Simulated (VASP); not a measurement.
Wanted: the native input for a VASP 6.6.1 run.

| Quantity | Value |
| --- | --- |
| Task | single point |
| Functional | PBEsol |
| Potentials or basis | VASP PAW PBE potentials, release 64 (Pt) |
| Cutoff | 520 eV |
| k mesh | 22 × 22 × 22 |
| Occupations | gaussian, width 0.15 eV |
| Spin | no spin polarisation |
| Dipole correction | no |
| Further INCAR settings | ALGO = Fast; EDIFF = 1e-06; NBANDS = 11 |

The structure of Pt lies in POSCAR:

```
Pt
1.0
   -2.0960665618      1.5508522060      1.5508522060
    1.5508522060     -2.0960665618      1.5508522060
    1.5508522060      1.5508522060     -2.0960665618
Pt
1
Direct
    0.0000000000      0.0000000000      0.0000000000
```

These files were run (other wordings do the same):

INCAR

```
SYSTEM = Pt
ALGO = Fast
EDIFF = 1E-6
ENCUT = 520
GGA = PS
ISIF = 2
ISMEAR = 0
LASPH = .True.
LCHARG = .False.
LREAL = .False.
LWAVE = .False.
NBANDS = 11
NELM = 80
PREC = Accurate
SIGMA = 0.15
```

KPOINTS

```
k-points
0
Gamma
  22 22 22
  0 0 0
```

Potentials or basis: VASP PAW PBE potentials, release 64 (Pt).

The run is started by

```console
$ cat potpaw_PBE.64/Pt/POTCAR > POTCAR
$ mpirun -np 1 vasp_std > vasp.out
```

Results of the run:

* Pressure: 293.3 GPa
* Band gap on the k mesh: zero (bands 5 and 6 overlap by 9.15 eV)

Caveat: atoms lie so close that the PAW spheres overlap strongly, which falsifies energies and pressures; the cell stands under pressure; the PAW data sets were made with another functional, which shifts forces and pressure a little; spin-orbit coupling is left out, which moves the levels of the heavy elements.

It took 4 min on 1 thread of Intel Xeon 8259CL, with other jobs on the host, peak memory 0.28 GiB.
